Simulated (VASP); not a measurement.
# Mg3B2 (I4/mmm) in VASP: notebook

Runs on Mg3B2. Level: PBE. Tasks: single point, relaxation of cell and atoms.

All numbers are computed with VASP 6.6.1; they aren't measurements. Logs are shortened: lines on timing, memory, paths and dates and some standing lists are left out, and cuts for length are marked.

### 1 The cell of the first run

The structure is tetragonal, space group I4/mmm (No. 139). The conventional cell has a = 4.294 Å, b = 4.294 Å, c = 7.782 Å, α = 90.00°, β = 90.00°, γ = 90.00°. Within 2.8 Å of Mg (site symmetry mmm) lie 2 Mg at 2.15 Å and 4 B at 2.79 Å. Mg (site symmetry 4/mmm) has 2 B at 2.11 Å and 4 Mg at 2.15 Å within 2.8 Å. B (site symmetry 4mm) has 5 Mg at 2.11 to 2.79 Å within 2.8 Å.

The cell was built from a structure type or drawn by symmetry, and may not be a known phase.

### 2 Single point, PBE

The input, INCAR:

```
SYSTEM = Mg3B2
ALGO = Fast
EDIFF = 1E-6
ENCUT = 520
GGA = PE
ISIF = 2
ISMEAR = 0
LASPH = .TRUE.
LCHARG = .FALSE.
LREAL = .FALSE.
LWAVE = .FALSE.
NBANDS = 14
NELM = 60
PREC = Accurate
SIGMA = 0.1
```

The input, KPOINTS:

```
k-points
0
G
  6 6 6
  0 0 0
```

The input, POSCAR:

```
Mg3B2
1.0
   -2.1472442900      2.1472442900      3.8909470000
    2.1472442900     -2.1472442900      3.8909470000
    2.1472442900      2.1472442900     -3.8909470000
Mg B
3 2
Direct
    0.5000000000      0.0000000000      0.5000000000
    0.0000000000      0.5000000000      0.5000000000
    0.0000000000      0.0000000000      0.0000000000
    0.7294272300      0.7294272300      0.0000000000
    0.2705727700      0.2705727700      0.0000000000
```

Potentials or basis: VASP PAW PBE potentials, release 64 (Mg, B).

On the command line:

```sh
cat potpaw_PBE.64/Mg/POTCAR potpaw_PBE.64/B/POTCAR > POTCAR
mpirun -np 1 vasp_std > vasp.out
```

OUTCAR:

```text
SYSTEM = Mg3B2
   EDIFF = 1E-6
   ENCUT = 520
   GGA = PE
   ISIF = 2
   ISMEAR = 0
   LASPH = .TRUE.
   LREAL = .FALSE.
   NELM = 60
   PREC = Accurate

 ion  position               nearest neighbor table
   1  0.500  0.000  0.500-   3 2.15   3 2.15   4 2.79   5 2.79   5 2.79   4 2.79   2 3.04   2 3.04
                             2 3.04   2 3.04
   2  0.000  0.500  0.500-   3 2.15   3 2.15   4 2.79   5 2.79   4 2.79   5 2.79   1 3.04   1 3.04
                             1 3.04   1 3.04
   3  0.000  0.000  0.000-   4 2.11   5 2.11   1 2.15   2 2.15   2 2.15   1 2.15
   4  0.729  0.729  0.000-   3 2.11   2 2.79   1 2.79   1 2.79   2 2.79
   5  0.271  0.271  0.000-   3 2.11   1 2.79   2 2.79   1 2.79   2 2.79

  LATTYP: Found a body centered tetragonal cell.
 ALAT       =     4.2944885800
 C/A-ratio  =     1.8120653612

  Lattice vectors:

 A1 = (  -2.1472442900,   2.1472442900,   3.8909470000)
 A2 = (   2.1472442900,  -2.1472442900,   3.8909470000)
 A3 = (   2.1472442900,   2.1472442900,  -3.8909470000)

Analysis of symmetry for initial positions (statically):
=====================================================================
 Subroutine PRICEL returns:
 Original cell was already a primitive cell.

 Routine SETGRP: Setting up the symmetry group for a
 body centered tetragonal supercell.

 Subroutine GETGRP returns: Found 16 space group operations
 (whereof 16 operations were pure point group operations)
 out of a pool of 16 trial point group operations.

The static configuration has the point symmetry D_4h.

Analysis of symmetry for dynamics (positions and initial velocities):
=====================================================================
 Subroutine PRICEL returns:
 Original cell was already a primitive cell.

 Routine SETGRP: Setting up the symmetry group for a
 body centered tetragonal supercell.

 Subroutine GETGRP returns: Found 16 space group operations
 (whereof 16 operations were pure point group operations)
 out of a pool of 16 trial point group operations.

The dynamic configuration has the point symmetry D_4h.

 Subroutine INISYM returns: Found 16 space group operations
 (whereof 16 operations are pure point group operations),
 and found     1 'primitive' translations

----------------------------------------------------------------------------------------

                                     Primitive cell

  volume of cell :      71.7593

  direct lattice vectors                    reciprocal lattice vectors
[... 109 lines left out ...]
   EFERMI_NEDOS =   21; number of points for ismear=-14 and -15
   IALGO  =     68    algorithm
   IMIX   =      4    mixing-type and parameters
     AMIX     =   0.40;   BMIX     =  1.00
     AMIX_MAG =   1.60;   BMIX_MAG =  1.00
  volume/ion in A,a.u.               =      14.35        96.85
  Fermi-wavevector in a.u.,A,eV,Ry     =   0.901936  1.704412 11.068190  0.813489
  Thomas-Fermi vector in A             =   2.025078
   LORBIT       =      0    0 simple, 1 ext, 2 COOP (PROOUT), +10 PAW based schemes
   GGA     = PE    functional components
   LHFCALC =     F    Hartree Fock is set to
   AEXX    =    0.0000 exact exchange contribution
   IVDW    =     0    specifies the selected vdW correction
   LEPSILON=     F    determine dielectric tensor
   LRPA    =     F    only Hartree local field effects (RPA)
 non-spin polarized calculation
 RMM-DIIS sequential band-by-band and
 Gauss-broadening in eV      SIGMA  =   0.10
  energy-cutoff  :      520.00
  volume of cell :       71.76
 maximum number of plane-waves:      1956
 NGX is ok and might be reduce to    40
   NGX = 19   NGY = 19   NGZ = 19

 number of electron      12.0000000 magnetization

 Free energy of the ion-electron system (eV)
  ---------------------------------------------------
  ext. energy  EPLUGINS =         0.00000000
  ---------------------------------------------------
  free energy    TOTEN  =        -6.68373263 eV

  energy without entropy =       -6.67219833  energy(sigma->0) =       -6.67796548

 E-fermi :   3.9016     XC(G=0):  -9.7494

 val. band max:        3.8788793862   @ k =   0.5000   0.0000  -0.0000
 cond. band min:       3.9179092063   @ k =  -0.1667   0.1667   0.1667
 fundamental gap:      0.0390298201
 Fermi energy:         3.9016052109

 k-point     1 :       0.0000    0.0000    0.0000
  band No.  band energies     occupation
      1      -5.7254      2.00000
      2       0.4657      2.00000
      3       2.3258      2.00000
      4       2.7423      2.00000
      5       2.7423      2.00000
      6       2.9380      2.00000
      7       3.8462      1.56702
      8       4.4932      0.00000
      9       4.4932      0.00000
     10       6.7141      0.00000
     11       6.7141      0.00000
     12       7.6106      0.00000
     13       7.9974      0.00000
     14       9.2110      0.00000
[... 377 lines left out ...]
      1      -4.9796      2.00000
      2      -0.9082      2.00000
      3      -0.3809      2.00000
      4       2.0229      2.00000
      5       2.1977      2.00000
      6       3.6234      1.99992
      7       6.0739      0.00000
      8       6.1160      0.00000
      9       6.5460      0.00000
     10       6.6027      0.00000
     11       6.9738      0.00000
     12       7.2369      0.00000
     13       9.7024      0.00000
     14      11.2294      0.00000

 [... further k-points ...]

------------------------ aborting loop because EDIFF is reached ----------------------------------------

  FORCE on cell =-STRESS in cart. coord.  units (eV):
  Direction    XX          YY          ZZ          XY          YZ          ZX
  --------------------------------------------------------------------------------------
  -------------------------------------------------------------------------------------
  Total       15.1440492     15.1440492     -1.4138151      0.0000000     -0.0000000      0.0000000
  in kB      338.1227359    338.1227359    -31.5663939      0.0000000     -0.0000000      0.0000000
  external PRESSURE =     214.8930260 kB  Pullay stress =       0.0000000 kB

 VOLUME and BASIS-vectors are now :
 -----------------------------------------------------------------------------
  energy-cutoff  :      520.00
  volume of cell :       71.76
      direct lattice vectors                 reciprocal lattice vectors
    -2.147244290  2.147244290  3.890947000     0.000000000  0.232856598  0.128503421
     2.147244290 -2.147244290  3.890947000     0.232856598  0.000000000  0.128503421
     2.147244290  2.147244290 -3.890947000     0.232856598  0.232856598  0.000000000

 POSITION                                       TOTAL-FORCE (eV/Angst)
 -----------------------------------------------------------------------------------
      0.00000      2.14724      0.00000         0.000000      0.000000      0.000000
      2.14724      0.00000      0.00000         0.000000      0.000000      0.000000
      0.00000      0.00000      0.00000         0.000000      0.000000     -0.000000
      0.00000      0.00000      5.67633         0.000000      0.000000     -1.451850
      0.00000      0.00000      2.10557        -0.000000     -0.000000      1.451850
 -----------------------------------------------------------------------------------
    total drift:                                0.000000      0.000000     -0.000000

  FREE ENERGIE OF THE ION-ELECTRON SYSTEM (eV)
  ---------------------------------------------------
  free  energy   TOTEN  =        -6.6837326329 eV

  energy  without entropy=       -6.6721983320  energy(sigma->0) =       -6.67796548
```

OSZICAR:

```text
N       E                     dE             d eps       ncg     rms          rms(c)
DAV:   1     0.195901079310E+02    0.19590E+02   -0.46252E+03   848   0.688E+02
DAV:   2    -0.611899901852E+01   -0.25709E+02   -0.23875E+02  1110   0.952E+01
DAV:   3    -0.738715028102E+01   -0.12682E+01   -0.12490E+01  1074   0.181E+01
DAV:   4    -0.739640980901E+01   -0.92595E-02   -0.92568E-02  1002   0.181E+00
DAV:   5    -0.739649713375E+01   -0.87325E-04   -0.87324E-04  1112   0.187E-01    0.350E+00
RMM:   6    -0.677351820323E+01    0.62298E+00   -0.62237E-01   844   0.287E+00    0.146E+00
RMM:   7    -0.670320470878E+01    0.70313E-01   -0.12095E-01   879   0.151E+00    0.738E-01
RMM:   8    -0.668431957429E+01    0.18885E-01   -0.15869E-02   903   0.776E-01    0.118E-01
RMM:   9    -0.668382330963E+01    0.49626E-03   -0.23128E-03   931   0.258E-01    0.604E-02
RMM:  10    -0.668373610964E+01    0.87200E-04   -0.34410E-04   918   0.109E-01    0.150E-02
RMM:  11    -0.668374098187E+01   -0.48722E-05   -0.33063E-05   967   0.377E-02    0.133E-02
RMM:  12    -0.668373247710E+01    0.85048E-05   -0.18050E-05   936   0.208E-02    0.117E-03
RMM:  13    -0.668373263295E+01   -0.15585E-06   -0.18921E-06   814   0.801E-03
   1 F= -.66837326E+01 E0= -.66779655E+01  d E =-.115343E-01
```

Run time: 26 s. Hardware: 1 thread of Intel Xeon 6975P-C (Granite Rapids), shared host; peak memory 0.24 GiB.

What came out:

```yaml
Free_energy: -6.6837 eV
Pressure: 21.5 GPa
Largest_force: 1.452 eV/Å
Band_gap_on_the_k_mesh: zero (bands 6 and 7 overlap by 2.02 eV)
```

Forces in eV/Å, atoms in the order of the input:
```
Mg   0.000  0.000  0.000
Mg   0.000  0.000  0.000
Mg   0.000  0.000  0.000
B    0.000  0.000 -1.452
B    0.000  0.000  1.452
```

Levels at points of the mesh, in eV from the Fermi level:
```
           k point  band 4  band 5  band 6  band 7  band 8  band 9
(0.00, 0.00, 0.00)   -1.16   -1.16   -0.96   -0.06    0.59    0.59
(0.50, 0.00, 0.00)   -2.67   -0.46   -0.35   -0.02    0.08    3.38
(0.50, 0.50, 0.00)   -3.69   -3.06   -1.82    0.12    2.37    3.86
(0.50, 0.50, 0.50)   -2.54   -2.54    1.47    1.67    3.26    3.26
```

Caveat: the cell stands under pressure; forces of over 1 eV/Å act on the atoms, so gaps and moduli don't describe the material at rest.

### 3 Single point, PBE

This run uses another cell than the first one, of 18.04 Å³/atom.

The input, INCAR:

```
ALGO     = Normal         # electronic algorithm
EDIFF    = 1E-7           # SCF threshold, eV
ENCUT    = 520            # plane-wave cutoff, eV
GGA      = PE             # functional
ISIF     = 2              # what is computed and relaxed
ISMEAR   = 0              # smearing method
LASPH    = T              # aspherical terms in the spheres
LCHARG   = T              # write CHGCAR
LELF     = T              # ELF
LREAL    = F              # projectors in reciprocal space
LVHAR    = T            
LWAVE    = F              # write WAVECAR
NBANDS   = 14             # bands
NELM     = 60             # most SCF steps
PREC     = Accurate       # precision mode
SIGMA    = 0.1            # smearing width, eV
```

The input, KPOINTS:

```
k-points
0
Gamma
  6 6 6
```

The input, POSCAR:

```
Mg3B2
1.0
   -2.7400089154      2.7400089154      3.0033292468
    2.7400089154     -2.7400089154      3.0033292468
    2.7400089154      2.7400089154     -3.0033292468
Mg B
3 2
Direct
    0.5000000000      0.0000000000      0.5000000000
    0.0000000000      0.5000000000      0.5000000000
    0.0000000000      0.0000000000      0.0000000000
    0.6317883714      0.6317883714      0.0000000000
    0.3682116286      0.3682116286      0.0000000000
```

Potentials or basis: VASP PAW PBE potentials, release 64 (Mg, B).

On the command line:

```sh
cat potpaw_PBE.64/Mg/POTCAR potpaw_PBE.64/B/POTCAR > POTCAR
mpirun -np 1 vasp_std > vasp.out
```

Wall time 18 s (1 thread of Intel Xeon 6975P-C (Granite Rapids), shared host); peak memory 0.21 GiB.

It converged, with:

```
Free energy            : -13.5650 eV
Pressure               : 0.0 GPa
Largest force          : 0.012 eV/Å
Band gap on the k mesh : zero (bands 6 and 7 overlap by 1.32 eV)
```

Forces in eV/Å, atoms in the order of the input:
```
Mg   0.000  0.000  0.000
Mg   0.000  0.000  0.000
Mg   0.000  0.000  0.000
B    0.000  0.000  0.012
B    0.000  0.000 -0.012
```

Stress tensor (GPa, compression positive):
```
 0.06  0.00  0.00
 0.00  0.06  0.00
 0.00  0.00 -0.02
```

Levels at points of the mesh, in eV from the Fermi level:
```tsv
k point	band 3	band 4	band 5	band 6	band 7	band 8	band 9	band 10
(0.00, 0.00, 0.00)	-3.06	-1.42	-1.42	0.93	0.96	0.96	1.46	1.46
(0.50, 0.00, 0.00)	-2.58	-2.41	-2.25	-0.93	-0.39	1.76	2.18	4.06
(0.50, 0.50, 0.00)	-3.81	-3.68	-1.78	-0.95	1.17	2.33	2.39	3.90
(0.50, 0.50, 0.50)	-3.67	-3.45	-3.45	-1.80	1.14	3.09	3.22	3.22
```

### 4 Relaxation of cell and atoms, PBE

The input, INCAR:

```
SYSTEM = Mg3B2
ALGO = Normal
EDIFF = 1E-7
EDIFFG = -0.04
ENCUT = 600
GGA = PE
IBRION = 2
ISIF = 3
ISMEAR = 0
LASPH = .TRUE.
LCHARG = .FALSE.
LREAL = .FALSE.
LWAVE = .FALSE.
NELM = 100
NSW = 90
PREC = Accurate
SIGMA = 0.1
```

The input, KPOINTS:

```
k-points
0
G
  6 6 6
  0 0 0
```

The input, POSCAR:

```
Mg3B2
1.0
   -2.1472442900      2.1472442900      3.8909470000
    2.1472442900     -2.1472442900      3.8909470000
    2.1472442900      2.1472442900     -3.8909470000
Mg B
3 2
Direct
    0.5000000000      0.0000000000      0.5000000000
    0.0000000000      0.5000000000      0.5000000000
    0.0000000000      0.0000000000      0.0000000000
    0.7294272300      0.7294272300      0.0000000000
    0.2705727700      0.2705727700      0.0000000000
```

Potentials or basis: VASP PAW PBE potentials, release 64 (Mg, B).

On the command line:

```sh
cat potpaw_PBE.64/Mg/POTCAR potpaw_PBE.64/B/POTCAR > POTCAR
mpirun -np 1 vasp_std > vasp.out
```

OUTCAR:

```text
SYSTEM = Mg3B2
   EDIFF = 1E-7
   EDIFFG = -0.04
   ENCUT = 600
   GGA = PE
   IBRION = 2
   ISIF = 3
   ISMEAR = 0
   LASPH = .TRUE.
   LREAL = .FALSE.
   NELM = 100
   NSW = 90
   PREC = Accurate

 ion  position               nearest neighbor table
   1  0.500  0.000  0.500-   3 2.15   3 2.15   4 2.79   5 2.79   5 2.79   4 2.79   2 3.04   2 3.04
                             2 3.04   2 3.04
   2  0.000  0.500  0.500-   3 2.15   3 2.15   4 2.79   5 2.79   4 2.79   5 2.79   1 3.04   1 3.04
                             1 3.04   1 3.04
   3  0.000  0.000  0.000-   4 2.11   5 2.11   1 2.15   2 2.15   2 2.15   1 2.15
   4  0.729  0.729  0.000-   3 2.11   2 2.79   1 2.79   1 2.79   2 2.79
   5  0.271  0.271  0.000-   3 2.11   1 2.79   2 2.79   1 2.79   2 2.79

  LATTYP: Found a body centered tetragonal cell.
 ALAT       =     4.2944885800
 C/A-ratio  =     1.8120653612
[... 625 lines left out ...]

--------------------------------------- Ionic step       23  -------------------------------------------

 number of electron      12.0000000 magnetization

------------------------ aborting loop because EDIFF is reached ----------------------------------------
[... 73 lines left out ...]
--------------------------------------- Ionic step       25  -------------------------------------------

 number of electron      12.0000000 magnetization

 Free energy of the ion-electron system (eV)
  ---------------------------------------------------
  ext. energy  EPLUGINS =         0.00000000
  ---------------------------------------------------
  free energy    TOTEN  =       -13.56370399 eV

  energy without entropy =      -13.55559871  energy(sigma->0) =      -13.55965135

 E-fermi :   2.6429     XC(G=0):  -8.8450

 val. band max:        2.5983128714   @ k =  -0.3333   0.3333   0.3333
 cond. band min:       2.6488405979   @ k =  -0.3333   0.3333   0.1667
 fundamental gap:      0.0505277265
 Fermi energy:         2.6428673393

 k-point     1 :       0.0000    0.0000    0.0000
  band No.  band energies     occupation
      1      -6.6868      2.00000
      2      -1.5464      2.00000
      3      -0.4167      2.00000
      4       1.2249      2.00000
      5       1.2249      2.00000
      6       3.5748      0.00000
      7       3.5976      0.00000
      8       3.5976      0.00000
      9       4.0983      0.00000
     10       4.0983      0.00000
[... 331 lines left out ...]
  FREE ENERGIE OF THE ION-ELECTRON SYSTEM (eV)
  ---------------------------------------------------
  free  energy   TOTEN  =       -13.5637039870 eV

  energy  without entropy=      -13.5555987064  energy(sigma->0) =      -13.55965135

 reached required accuracy - stopping structural energy minimisation
```

It took 5.2 min on 1 thread of Intel Xeon 6975P-C (Granite Rapids), shared host; peak memory 0.26 GiB.

Results:

```yaml
Free_energy: -13.5637 eV
Relaxed_volume: 18.06 Å³/atom
Relaxed_cell: a = 4.905 Å, b = 4.905 Å, c = 4.905 Å, α = 112.07°, β = 112.07°, γ = 104.39°
Space_group_after_relaxing_to_0.1_Å: I4/mmm (No. 139)
Pressure_after_relaxing: -0.1 GPa
Largest_force_after_relaxing: 0.025 eV/Å
Band_gap_on_the_k_mesh: zero (bands 6 and 7 overlap by 1.32 eV)
```

Forces on the atoms (eV/Å):
```
Mg   0.000  0.000  0.000
Mg   0.000  0.000  0.000
Mg   0.000  0.000  0.000
B    0.000  0.000 -0.025
B    0.000  0.000  0.025
```

Final structure:
```
CELL_PARAMETERS angstrom
-2.74029 2.74029 3.00661
2.74029 -2.74029 3.00661
2.74029 2.74029 -3.00661
ATOMIC_POSITIONS crystal
Mg 0.50000 0.00000 0.50000
Mg 0.00000 0.50000 0.50000
Mg 0.00000 0.00000 0.00000
B 0.63183 0.63183 0.00000
B 0.36817 0.36817 0.00000
```

Levels at points of the mesh, in eV from the Fermi level:
| k point | band 2 | band 3 | band 4 | band 5 | band 6 | band 7 | band 8 | band 9 | band 10 |
| --- | --- | --- | --- | --- | --- | --- | --- | --- | --- |
| (0.00, 0.00, 0.00) | -4.19 | -3.06 | -1.42 | -1.42 | 0.93 | 0.95 | 0.95 | 1.46 | 1.46 |
| (0.50, 0.00, 0.00) | -5.85 | -2.57 | -2.41 | -2.25 | -0.93 | -0.38 | 1.74 | 2.18 | 4.06 |
| (0.50, 0.50, 0.00) | -5.09 | -3.81 | -3.68 | -1.78 | -0.95 | 1.17 | 2.32 | 2.39 | 3.89 |
| (0.50, 0.50, 0.50) | -4.85 | -3.67 | -3.45 | -3.45 | -1.79 | 1.14 | 3.09 | 3.22 | 3.22 |

Caveat: the volume moved by over 15 % at a fixed basis, so the end points are rough.

### 5 Single point, PBE

This run uses another cell than the first one, of 18.08 Å³/atom.

The input, INCAR:

```
ALGO = Normal ; EDIFF = 1E-7
ENCUT = 520 ; GGA = PE
ISIF = 2 ; ISMEAR = 0
LASPH = T ; LCHARG = F
LREAL = F ; LWAVE = F
NBANDS = 14 ; NELM = 100
PREC = Accurate ; SIGMA = 0.1
```

The input, KPOINTS:

```
k-points
0
Gamma
  10 10 10
```

The input, POSCAR:

```
Mg3B2
1.0
   -2.7432761249      2.7432761249      3.0037164217
    2.7432761249     -2.7432761249      3.0037164217
    2.7432761249      2.7432761249     -3.0037164217
Mg B
3 2
Direct
    0.5000000000      0.0000000000      0.5000000000
    0.0000000000      0.5000000000      0.5000000000
    0.0000000000      0.0000000000      0.0000000000
    0.6316585477      0.6316585477      0.0000000000
    0.3683414523      0.3683414523      0.0000000000
```

On the command line:

```sh
cat potpaw_PBE.64/Mg/POTCAR potpaw_PBE.64/B/POTCAR > POTCAR
mpirun -np 1 vasp_std > vasp.out
```

Wall time 45 s (1 thread of Intel Xeon 6975P-C (Granite Rapids), shared host); peak memory 0.28 GiB.

The run converged. Its results:

```yaml
Free_energy: -13.5457 eV
Pressure: 0.0 GPa
Largest_force: 0.010 eV/Å
Band_gap_on_the_k_mesh: zero (bands 6 and 7 overlap by 1.30 eV)
```

Forces on the atoms (eV/Å):
```
Mg   0.000  0.000  0.000
Mg   0.000  0.000  0.000
Mg   0.000  0.000  0.000
B    0.000  0.000  0.010
B    0.000  0.000 -0.010
```

Stress tensor (GPa, compression positive):
```
-0.06  0.00  0.00
 0.00 -0.06  0.00
 0.00  0.00  0.02
```

Levels at points of the mesh, in eV from the Fermi level:
| k point | band 4 | band 5 | band 6 | band 7 | band 8 | band 9 |
| --- | --- | --- | --- | --- | --- | --- |
| (0.00, 0.00, 0.00) | -1.41 | -1.41 | 0.92 | 0.97 | 0.97 | 1.45 |
| (0.50, 0.00, 0.00) | -2.41 | -2.24 | -0.93 | -0.38 | 1.76 | 2.17 |
| (0.50, 0.50, 0.00) | -3.68 | -1.77 | -0.95 | 1.16 | 2.33 | 2.38 |
| (0.50, 0.50, 0.50) | -3.44 | -3.44 | -1.80 | 1.14 | 3.07 | 3.22 |

[end of part 1 of 2]
